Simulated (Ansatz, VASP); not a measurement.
## SnS2: VASP beside Ansatz

```
Sn S
1.0
     3.66076    0.00000    0.00000
    -1.83038    3.17031    0.00000
     0.00000    0.00000    5.96180
Sn S
1 2
Cartesian
  0.0000 0.0000 0.0000
  0.0000 2.1135 1.4642
  1.8304 1.0568 4.4976
```

Alike in both runs: task single point; functional PBE0; k mesh 6 × 6 × 2; no spin polarisation.

|  | VASP | Ansatz |
| --- | --- | --- |
| version | VASP 6.6.1 | Ansatz 0.2.0 |
| potentials or method | VASP PAW PBE potentials, release 64 (Sn_d, S) | plane waves |
| plane-wave cutoff (eV) | 400 | 420 |
| occupations | gaussian, width 0.01 eV | fixed |
| valence electrons in the cell | 26 | 26 |

```csv
,VASP,Ansatz,Ansatz less VASP
gap on the k mesh at the Fermi level (eV),3.15,3.13,-0.022
pressure (GPa),-0.5,-0.3,+0.22
rms of the force components (eV/Å),0.129,0.130,+0.0015
```

Atom by atom the forces differ by 0.002 eV/Å (rms over components). Ansatz's warnings: stress exchange threshold loose, stress scf threshold loose.

The k mesh is coarse, so the values compare programs but aren't converged.
